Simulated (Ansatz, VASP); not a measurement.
**Pb: VASP beside Ansatz**

File POSCAR:

```
Pb
1.0
    0.0000000000      2.5075897876      2.5075897876
    2.5075897876      0.0000000000      2.5075897876
    2.5075897876      2.5075897876      0.0000000000
Pb
1
Direct
    0.0000000000      0.0000000000      0.0000000000
```

File INCAR.step1:

```
SYSTEM = Pb
PREC = Accurate
ENCUT = 520
EDIFF = 1E-5
ISMEAR = -1
SIGMA = 0.05
LREAL = .False.
LASPH = .True.
NELM = 60
ALGO = Normal
ISIF = 2
LWAVE = .True.
LCHARG = .False.
GGA = PE
NBANDS = 13
```

INCAR.step2

```
SYSTEM = Pb
PREC = Accurate
ENCUT = 520
EDIFF = 1E-6
ISMEAR = -1
SIGMA = 0.05
LREAL = .False.
LASPH = .True.
NELM = 60
ALGO = Normal
ISIF = 2
LWAVE = .False.
LCHARG = .False.
GGA = B3
LHFCALC = .True.
AEXX = 0.2
AGGAX = 0.72
AGGAC = 0.81
ALDAC = 0.19
PRECFOCK = Normal
ISTART = 1
NBANDS = 13
```

File KPOINTS:

```
Automatic mesh
0
Gamma
  5 5 5
  0 0 0
```

The input input.yaml:

```yaml
crystal:
  lattice:
    - [0.0, 2.5075897876, 2.5075897876]
    - [2.5075897876, 0.0, 2.5075897876]
    - [2.5075897876, 2.5075897876, 0.0]
  atoms:
    - { symbol: Pb, position: [0.0, 0.0, 0.0] }
hamiltonian:
  xc: b3lyp
  pseudopotentials: { kind: paw }
kpoints:
  mp_grid: { grid: [5, 5, 5] }
scf:
  occupations: { method: fermi_dirac, width: 0.05 }
output:
  forces: true
  stress: true
  eigenvalues: true
```

Alike in both runs: task single point; functional B3LYP; k mesh 5 × 5 × 5; occupations fermi-dirac, width 0.05 eV; no spin polarisation.

|  | VASP | Ansatz |
| --- | --- | --- |
| version | VASP 6.6.1 | Ansatz 0.2.0 |
| potentials or method | VASP PAW PBE potentials, release 64 (Pb_d) | Ansatz PAW |
| plane-wave cutoff (eV) | 520 | 420 |
| valence electrons in the cell | 14 | 14 |

|  | VASP | Ansatz | Ansatz less VASP |
| --- | --- | --- | --- |
| gap on the k mesh at the Fermi level (eV) | none | none | - |
| pressure (GPa) | 1.7 | 1.7 | -0.02 |

VASP's potentials were made for PBE, not for B3LYP. A gap of «none» marks a metal or a gap that the smearing closes. The functional is the same, so the differences come from potentials, cutoffs and numerics.

The k mesh is coarse, so the values compare programs but aren't converged. Neither program's run includes spin-orbit coupling.
